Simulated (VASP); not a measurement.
Set up this calculation in VASP 6.6.1, as the native input.

| Property | Result |
| --- | --- |
| Task | relaxation of cell and atoms |
| Functional | revPBE |
| Dispersion | D3(BJ) |
| Potentials or basis | VASP PAW PBE potentials, release 64 (Ni, O) |
| Cutoff | 600 eV |
| k mesh | 11 × 11 × 11 |
| Occupations | fermi-dirac, width 0.05 eV |
| Spin | collinear spin, ferromagnetic start |
| Starting moments | [1.0, 0.0] μB |
| Dipole correction | no |
| Further INCAR settings | ALGO = Normal; EDIFF = 1e-06; IBRION = 2; EDIFFG = -0.005; NSW = 80; ISIF = 3 |

The structure of NiO lies in POSCAR:

```
NiO
1.0
    0.0000000000      2.0859016414      2.0859016414
    2.0859016414      0.0000000000      2.0859016414
    2.0859016414      2.0859016414      0.0000000000
Ni O
1 1
Direct
    0.0000000000      0.0000000000      0.0000000000
    0.5000000000      0.5000000000      0.5000000000
```

The input as run:

INCAR

```
PREC = Accurate
ENCUT = 600
EDIFF = 1E-6
ISMEAR = -1
SIGMA = 0.05
LREAL = F
LASPH = T
NELM = 150
ALGO = Normal
ISIF = 3
LWAVE = F
LCHARG = F
ISPIN = 2
MAGMOM = 1 0
LORBIT = 11
LMAXMIX = 4
GGA = RE
IVDW = 12
IBRION = 2
NSW = 80
EDIFFG = -0.005
```

KPOINTS

```
Automatic mesh
0
Gamma
  11 11 11
```

Potentials or basis: VASP PAW PBE potentials, release 64 (Ni, O).

Command:

```bash
$ cat potpaw_PBE.64/Ni/POTCAR potpaw_PBE.64/O/POTCAR > POTCAR
$ mpirun -np 1 vasp_std > vasp.out
```

It gave:

```
Relaxed volume                                        : 9.24 Å³/atom
Relaxed cell                                          : a = 2.967 Å, b = 2.967 Å, c = 2.967 Å, α = 60.00°, β = 60.00°, γ = 60.00°
Space group after relaxing (to 0.1 Å)                 : Fm-3m (No. 225)
Energy gained by relaxing                             : 2.0 meV/atom
Ionic steps                                           : 9
Pressure after relaxing                               : 0.1 GPa
Net moment                                            : 1.81 μB per cell
Site moments                                          : Ni +1.49; O +0.28 μB
Valence electrons inside the program's atomic spheres : Ni 8.94; O 4.99
Dispersion energy per atom                            : -0.517 eV
```

Caveat: the PAW data sets were made with another functional, which shifts forces and pressure a little; a cell with one magnetic atom can't hold antiferromagnetic order, which such compounds often take.

It took 48 s on 1 thread of Intel(R) Xeon(R) 6975P-C (Granite Rapids), on a shared host, peak memory 0.18 GiB.
